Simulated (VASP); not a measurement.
# AlN (P6_3mc) in VASP: a series of runs, part 2 of 2

VASP 6.6.1. Earlier steps stand in the parts before.

## (3) Electric field gradients, PBEsol (10.22 Å³/atom)

This run uses another cell than the first one, of 10.22 Å³/atom.

File INCAR:

```
PREC     = Accurate       # precision mode
ENCUT    = 520            # plane-wave cutoff, eV
EDIFF    = 1E-8           # SCF threshold, eV
ISMEAR   = -1             # smearing method
SIGMA    = 0.02           # smearing width, eV
LREAL    = False          # projectors in reciprocal space
LASPH    = True           # aspherical terms in the spheres
NELM     = 60             # most SCF steps
ALGO     = Normal         # electronic algorithm
ISIF     = 2              # what is computed and relaxed
LWAVE    = False          # write WAVECAR
LCHARG   = False          # write CHGCAR
GGA      = PS             # functional
LEFG     = True         
NBANDS   = 16             # bands
```

File KPOINTS:

```
regular mesh
0
Gamma
  11 11 6
```

File POSCAR:

```
AlN
1.0
    3.0901223134      0.0000000000      0.0000000000
   -1.5450611567      2.6761244242      0.0000000000
    0.0000000000      0.0000000000      4.9445895974
Al N
2 2
Direct
    0.3333333333      0.6666666667      0.0000000000
    0.6666666667      0.3333333333      0.5000000000
    0.3333333333      0.6666666667      0.3850000000
    0.6666666667      0.3333333333      0.8850000000
```

Potentials or basis: VASP PAW PBE potentials, release 64 (Al, N).

Run with:

```sh
$ cat potpaw_PBE.64/Al/POTCAR potpaw_PBE.64/N/POTCAR > POTCAR
$ mpirun -np 1 vasp_std > vasp.out
```

OUTCAR:

```text
PREC = Accurate
   ENCUT = 520
   EDIFF = 1E-8
   ISMEAR = -1
   LREAL = False
   LASPH = True
   NELM = 60
   ISIF = 2
   GGA = PS

 ion  position               nearest neighbor table
   1  0.333  0.667  0.000-   4 1.87   4 1.87   4 1.87   3 1.90   2 3.05   2 3.05   2 3.05   2 3.05
                             2 3.05   2 3.05
   2  0.667  0.333  0.500-   3 1.87   3 1.87   3 1.87   4 1.90   1 3.05   1 3.05   1 3.05   1 3.05
                             1 3.05   1 3.05
   3  0.333  0.667  0.385-   2 1.87   2 1.87   2 1.87   1 1.90
   4  0.667  0.333  0.885-   1 1.87   1 1.87   1 1.87   2 1.90

  LATTYP: Found a hexagonal cell.
 ALAT       =     3.0901223134
 C/A-ratio  =     1.6001274694

  Lattice vectors:

 A1 = (   3.0901223134,   0.0000000000,   0.0000000000)
 A2 = (  -1.5450611567,   2.6761244242,   0.0000000000)
 A3 = (   0.0000000000,   0.0000000000,   4.9445895974)

Analysis of symmetry for initial positions (statically):
=====================================================================
 Subroutine PRICEL returns:
 Original cell was already a primitive cell.

 Routine SETGRP: Setting up the symmetry group for a
 hexagonal supercell.

 Subroutine GETGRP returns: Found 12 space group operations
 (whereof  6 operations were pure point group operations)
 out of a pool of 24 trial point group operations.

The static configuration has the point symmetry C_3v.
 The point group associated with its full space group is C_6v.

Analysis of symmetry for dynamics (positions and initial velocities):
=====================================================================
 Subroutine PRICEL returns:
 Original cell was already a primitive cell.

 Routine SETGRP: Setting up the symmetry group for a
 hexagonal supercell.
[... 618 lines left out ...]
     15      18.8129      0.00000
     16      19.8314      0.00000

 [... further k-points ...]
[... 5 lines left out ...]
  --------------------------------------------------------------------------------------
  -------------------------------------------------------------------------------------
  Total        1.4534668      1.4534668      0.8049212      0.0000000      0.0000000      0.0000000
  in kB       56.9512786     56.9512786     31.5392764      0.0000000      0.0000000      0.0000000
  external PRESSURE =      48.4806112 kB  Pullay stress =       0.0000000 kB

 VOLUME and BASIS-vectors are now :
 -----------------------------------------------------------------------------
  energy-cutoff  :      520.00
  volume of cell :       40.89
      direct lattice vectors                 reciprocal lattice vectors
     3.090122313  0.000000000  0.000000000     0.323611786  0.186837352  0.000000000
    -1.545061157  2.676124424  0.000000000     0.000000000  0.373674703  0.000000000
     0.000000000  0.000000000  4.944589597     0.000000000  0.000000000  0.202241254

 POSITION                                       TOTAL-FORCE (eV/Angst)
 -----------------------------------------------------------------------------------
     -0.00000      1.78408      0.00000         0.000000      0.000000      0.178946
      1.54506      0.89204      2.47229        -0.000000     -0.000000      0.178946
     -0.00000      1.78408      1.90367         0.000000      0.000000     -0.178946
      1.54506      0.89204      4.37596         0.000000      0.000000     -0.178946
 -----------------------------------------------------------------------------------
    total drift:                                0.000000      0.000000     -0.000479

  FREE ENERGIE OF THE ION-ELECTRON SYSTEM (eV)
  ---------------------------------------------------
  free  energy   TOTEN  =       -31.2951845075 eV

  energy  without entropy=      -31.2951845075  energy(sigma->0) =      -31.29518451

 Electric field gradients (V/A^2)
---------------------------------------------------------------------
 ion       V_xx      V_yy      V_zz      V_xy      V_xz      V_yz
---------------------------------------------------------------------
   1      -4.373    -4.373     8.746     0.000    -0.000     0.000
   2      -4.373    -4.373     8.746     0.000     0.000    -0.000
   3      -0.427    -0.427     0.854     0.000    -0.000     0.000
   4      -0.427    -0.427     0.854     0.000     0.000    -0.000
---------------------------------------------------------------------

 Electric field gradients after diagonalization (V/A^2)
 (convention: |V_zz| > |V_xx| > |V_yy|)
----------------------------------------------------------------------
 ion       V_xx      V_yy      V_zz     asymmetry (V_yy - V_xx)/ V_zz
----------------------------------------------------------------------
   1      -4.373    -4.373     8.746       0.000
   2      -4.373    -4.373     8.746       0.000
   3      -0.427    -0.427     0.854       0.000
   4      -0.427    -0.427     0.854       0.000
----------------------------------------------------------------------

           NMR quadrupolar parameters

 Cq : quadrupolar parameter    Cq=e*Q*V_zz/h
 eta: asymmetry parameters     (V_yy - V_xx)/ V_zz
 Q  : nuclear electric quadrupole moment in mb (millibarn)
----------------------------------------------------------------------
 ion       Cq(MHz)       eta       Q (mb)
----------------------------------------------------------------------
   1       0.021       0.000       1.000
   2       0.021       0.000       1.000
   3       0.002       0.000       1.000
   4       0.002       0.000       1.000
----------------------------------------------------------------------
```

OSZICAR:

```text
N       E                     dE             d eps       ncg     rms          rms(c)
DAV:   1     0.383666581009E+02    0.38367E+02   -0.72475E+03  2056   0.893E+02
DAV:   2    -0.325442852952E+02   -0.70911E+02   -0.65206E+02  2840   0.187E+02
DAV:   3    -0.358133635430E+02   -0.32691E+01   -0.32595E+01  2584   0.411E+01
DAV:   4    -0.358325112674E+02   -0.19148E-01   -0.19147E-01  2504   0.355E+00
DAV:   5    -0.358327499872E+02   -0.23872E-03   -0.23872E-03  2680   0.402E-01    0.119E+01
DAV:   6    -0.313512738493E+02    0.44815E+01   -0.95666E+00  2440   0.225E+01    0.424E+00
DAV:   7    -0.313323812366E+02    0.18893E-01   -0.63655E-01  2216   0.556E+00    0.293E+00
DAV:   8    -0.312995729373E+02    0.32808E-01   -0.69886E-02  2304   0.223E+00    0.566E-01
DAV:   9    -0.312949099957E+02    0.46629E-02   -0.12163E-02  2728   0.822E-01    0.246E-01
DAV:  10    -0.312952555699E+02   -0.34557E-03   -0.13235E-03  2192   0.238E-01    0.150E-01
DAV:  11    -0.312951857858E+02    0.69784E-04   -0.11261E-04  2472   0.781E-02    0.316E-02
DAV:  12    -0.312951848691E+02    0.91669E-06   -0.52363E-06  2304   0.195E-02    0.442E-03
DAV:  13    -0.312951844591E+02    0.40998E-06   -0.18875E-06  2608   0.102E-02    0.433E-03
DAV:  14    -0.312951844781E+02   -0.19043E-07   -0.16254E-07  2384   0.341E-03    0.119E-03
DAV:  15    -0.312951845085E+02   -0.30331E-07   -0.12347E-08  1600   0.852E-04    0.124E-04
DAV:  16    -0.312951845075E+02    0.94803E-09   -0.82355E-10  1168   0.360E-04
   1 F= -.31295185E+02 E0= -.31295185E+02  d E =-.138285E-11
```

stdout:

```text
POSCAR found type information on POSCAR AlN
 POSCAR found :  2 types and       4 ions
 scaLAPACK will be used
 -----------------------------------------------------------------------------
|                                                                             |
|                                                                             |
|     You enforced a specific xc type in the INCAR file but a different       |
|     I HOPE YOU KNOW WHAT YOU ARE DOING!                                     |
|                                                                             |
 -----------------------------------------------------------------------------

 LDA part: xc-table for (Slater+PW92), standard interpolation
 POSCAR, INCAR and KPOINTS ok, starting setup
 FFT: planning ... GRIDC
 FFT: planning ... GRID_SOFT
 FFT: planning ... GRID
 WAVECAR not read
 entering main loop
ion   1

ion   2

ion   3

ion   4
```

Wall time 55 s (1 thread of Intel Xeon 8259CL, shared host); peak memory 0.17 GiB.

What came out:

```yaml
Free_energy: -31.2952 eV
Pressure: 4.8 GPa
Largest_force: 0.179 eV/Å
Band_gap_on_the_k_mesh: 4.27 eV
Largest_electric_field_gradient_by_atom: Al +8.7; N +0.9 V/Å²
```

Forces on the atoms (eV/Å):
```
Al   0.000  0.000  0.179
Al   0.000  0.000  0.179
N    0.000  0.000 -0.179
N    0.000  0.000 -0.179
```

Electric field gradients, principal values (V/Å²):
| atom | least | middle | greatest (by size) |
| --- | --- | --- | --- |
| 1 Al | -4.373 | -4.373 | 8.746 |
| 2 Al | -4.373 | -4.373 | 8.746 |
| 3 N | -0.427 | -0.427 | 0.854 |
| 4 N | -0.427 | -0.427 | 0.854 |

Caveat: the cell stands under pressure; without QUAD_EFG the Cq values of the log hold for a quadrupole moment of 1 mb, not for the nuclei; the PAW data sets were made with another functional, which shifts forces and pressure a little; an odd mesh through Γ misses points on the zone boundary, where band edges can lie.
